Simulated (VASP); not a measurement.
Runs of VASP 6.6.1 on BP. The structure is that of space group F-43m (No. 216), or close to it. The cells are those of the table. 

```tsv
cell	cutoff (eV)	gap on the mesh (eV)	pressure (GPa)
a = 3.251 Å, angles 60.0°, 2 atoms	520	(b)	(c)
a = 3.272 Å, angles 60.0°, 2 atoms	520	1.25	-13.4
a = 3.161, b = 3.161, c = 3.209 Å, angles 59.5, 59.5, 61.0°, 2 atoms	420	0.69	-0.3
a = 3.241, b = 3.241, c = 3.209 Å, angles 60.3, 60.3, 59.3°, 2 atoms	420	(a)	-8.2
a = 3.177, b = 3.177, c = 3.209 Å, angles 59.7, 59.7, 60.7°, 2 atoms	420	0.86	-2.0
a = 3.257, b = 3.257, c = 3.209 Å, angles 60.5, 60.5, 59.0°, 2 atoms	420	(d)	-9.6
```

Alike in all rows: task electric field gradients; level LDA; potentials or basis VASP PAW LDA potentials, release 64 (B, P); no spin polarisation; k mesh 15 × 15 × 15; smearing fermi-dirac 0.05 eV.

**Question.** Fill in the values left out.

**Answer.** (a) 1.06; (b) 1.23; (c) -11.0; (d) 1.00.

Caveats: an odd mesh through Γ misses points on the zone boundary, where band edges can lie; the cell stands under tension (at least some runs).
